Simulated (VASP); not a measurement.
# As (C2/c) in VASP: a series of runs, part 2 of 3

VASP 6.6.1. Earlier steps stand in the parts before.

### Step 5. Single point, PBE

This run uses another cell than the first one, of 21.35 Å³/atom.

INCAR reads:

```
  PREC = Accurate
  ENCUT = 520
  EDIFF = 1E-6
  ISMEAR = 0
  SIGMA = 0.1
  LREAL = F
  LASPH = T
  NELM = 60
  ALGO = Normal
  ISIF = 2
  LWAVE = F
  LCHARG = F
  GGA = PE
  NBANDS = 24
```

KPOINTS reads:

```
Automatic mesh
0
Gamma
  10 10 6
```

POSCAR reads:

```
As
1.0
    2.9794223754     -3.1652946655     -0.0681558052
    2.9794223754      3.1652946655     -0.0681558052
   -3.0191282811      0.0000000000      6.8618490214
As
6
Direct
    0.1021573169      0.3917259913      0.3520374773
    0.6082740087      0.8978426831      0.1479625227
    0.8978426831      0.6082740087      0.6479625227
    0.3917259913      0.1021573169      0.8520374773
    0.0000000000      0.5000000000      0.0000000000
    0.5000000000      0.0000000000      0.5000000000
```

Potentials or basis: VASP PAW PBE potentials, release 64 (As).

Launch:

```sh
$ cat potpaw_PBE.64/As/POTCAR > POTCAR
$ mpirun -np 1 vasp_std > vasp.out
```

OUTCAR:

```text
PREC = Accurate
   ENCUT = 520
   EDIFF = 1E-6
   ISMEAR = 0
   LREAL = F
   LASPH = T
   NELM = 60
   ISIF = 2
   GGA = PE

 ion  position               nearest neighbor table
   1  0.102  0.392  0.352-   3 2.57   2 2.68   5 2.73   6 2.73   6 2.80
   2  0.608  0.898  0.148-   4 2.57   1 2.68   6 2.73   5 2.73   5 2.80
   3  0.898  0.608  0.648-   1 2.57   4 2.68   5 2.73   6 2.73   6 2.80
   4  0.392  0.102  0.852-   2 2.57   3 2.68   6 2.73   5 2.73   5 2.80
   5  0.000  0.500  0.000-   1 2.73   3 2.73   2 2.73   4 2.73   2 2.80   4 2.80
   6  0.500  0.000  0.500-   2 2.73   4 2.73   3 2.73   1 2.73   3 2.80   1 2.80

  Warning from LATTYP: Got some problem with cell dimensions!
  Tried to take original basis but could not verify dimensions!
  LATTYP: Found a base centered monoclinic cell.
 ALAT       =     5.9604036457
 B/A-ratio  =     1.0621074859
 C/A-ratio  =     1.2314509240
 COS(beta)  =    -0.3794494256

  Lattice vectors:

 A1 = (  -2.9794223754,   3.1652946655,   0.0681558052)
 A2 = (  -2.9794223754,  -3.1652946655,   0.0681558052)
 A3 = (   2.9397164697,   0.0000000000,   6.7255374110)

Analysis of symmetry for initial positions (statically):
=====================================================================
 Subroutine PRICEL returns:
 Original cell was already a primitive cell.

 Routine SETGRP: Setting up the symmetry group for a
 base centered monoclinic supercell.

 Subroutine GETGRP returns: Found  4 space group operations
 (whereof  2 operations were pure point group operations)
 out of a pool of  4 trial point group operations.

The static configuration has the point symmetry S_2 .
 The point group associated with its full space group is C_2h.

Analysis of symmetry for dynamics (positions and initial velocities):
=====================================================================
 Subroutine PRICEL returns:
 Original cell was already a primitive cell.

 Routine SETGRP: Setting up the symmetry group for a
 base centered monoclinic supercell.

[... 135 lines left out ...]
  Fermi-wavevector in a.u.,A,eV,Ry     =   1.009037  1.906804 13.852857  1.018156
  Thomas-Fermi vector in A             =   2.141941
   LORBIT       =      0    0 simple, 1 ext, 2 COOP (PROOUT), +10 PAW based schemes
   GGA     = PE    functional components
   LHFCALC =     F    Hartree Fock is set to
   AEXX    =    0.0000 exact exchange contribution
   IVDW    =     0    specifies the selected vdW correction
   LEPSILON=     F    determine dielectric tensor
   LRPA    =     F    only Hartree local field effects (RPA)
 non-spin polarized calculation
 Gauss-broadening in eV      SIGMA  =   0.10
  energy-cutoff  :      520.00
  volume of cell :      128.12
 maximum number of plane-waves:      3472
   NGX = 17   NGY = 17   NGZ = 27

 number of electron      30.0000002 magnetization

 Free energy of the ion-electron system (eV)
  ---------------------------------------------------
  ext. energy  EPLUGINS =         0.00000000
  ---------------------------------------------------
  free energy    TOTEN  =       -26.71234843 eV

  energy without entropy =      -26.70096300  energy(sigma->0) =      -26.70665571

 E-fermi :   5.2254     XC(G=0): -10.0698

 val. band max:        5.2223365002   @ k =   0.4000   0.1000  -0.0000
 cond. band min:       5.2268269969   @ k =   0.4000  -0.0000  -0.0000
 fundamental gap:      0.0044904967
 Fermi energy:         5.2254024875

 k-point     1 :       0.0000    0.0000    0.0000
  band No.  band energies     occupation
      1      -9.3553      2.00000
      2      -6.9068      2.00000
      3      -6.1376      2.00000
      4      -4.2002      2.00000
      5      -3.4414      2.00000
      6      -3.3588      2.00000
[... 637 lines left out ...]
     23      10.6770      0.00000
     24      10.8274      0.00000

 [... further k-points ...]

------------------------ aborting loop because EDIFF is reached ----------------------------------------

  FORCE on cell =-STRESS in cart. coord.  units (eV):
  Direction    XX          YY          ZZ          XY          YZ          ZX
  --------------------------------------------------------------------------------------
  -------------------------------------------------------------------------------------
  Total        0.1162896      0.1110399      0.1800538      0.0000000      0.0000000     -0.0329152
  in kB        1.4542106      1.3885634      2.2515875      0.0000000      0.0000000     -0.4116075
  external PRESSURE =       1.6981205 kB  Pullay stress =       0.0000000 kB

 VOLUME and BASIS-vectors are now :
 -----------------------------------------------------------------------------
  energy-cutoff  :      520.00
  volume of cell :      128.12
      direct lattice vectors                 reciprocal lattice vectors
     2.979422375 -3.165294665 -0.068155805     0.169524013 -0.157963177  0.074588458
     2.979422375  3.165294665 -0.068155805     0.169524013  0.157963177  0.074588458
    -3.019128281  0.000000000  6.861849021     0.003367619  0.000000000  0.147215025

 POSITION                                       TOTAL-FORCE (eV/Angst)
 -----------------------------------------------------------------------------------
      0.40864      0.91657      2.38197         0.006826     -0.004854     -0.008224
      4.04064      0.91657      0.91265        -0.006826     -0.004854      0.008224
      2.53108     -0.91657      4.34357        -0.006826      0.004854      0.008224
     -1.10092     -0.91657      5.81289         0.006826      0.004854     -0.008224
      1.48971      1.58265     -0.03408         0.000000      0.000000      0.000000
     -0.01985     -1.58265      3.39685        -0.000000      0.000000      0.000000
 -----------------------------------------------------------------------------------
    total drift:                                0.000000      0.000000     -0.000000

  FREE ENERGIE OF THE ION-ELECTRON SYSTEM (eV)
  ---------------------------------------------------
  free  energy   TOTEN  =       -26.7123484318 eV

  energy  without entropy=      -26.7009629956  energy(sigma->0) =      -26.70665571
```

stdout:

```text
POSCAR found type information on POSCAR As
 POSCAR found :  1 types and       6 ions
 scaLAPACK will be used
 LDA part: xc-table for (Slater+PW92), standard interpolation
 POSCAR, INCAR and KPOINTS ok, starting setup
 FFT: planning ... GRIDC
 FFT: planning ... GRID_SOFT
 FFT: planning ... GRID
 WAVECAR not read
 entering main loop
```

Run time: 2.7 min. Hardware: 1 thread of AMD EPYC 9R45 (Zen 5), shared host; peak memory 0.45 GiB.

Results:

```
Free energy            : -26.7123 eV
Pressure               : 0.2 GPa
Largest force          : 0.012 eV/Å
Band gap on the k mesh : zero (bands 15 and 16 overlap by 2.91 eV)
```

Forces on the atoms (eV/Å):
```
As   0.007 -0.005 -0.008
As  -0.007 -0.005  0.008
As  -0.007  0.005  0.008
As   0.007  0.005 -0.008
As   0.000  0.000  0.000
As   0.000  0.000  0.000
```

(Continued in part 3 of 3.)

The gap in the log of VASP goes by the Fermi energy; the results here count the filled bands.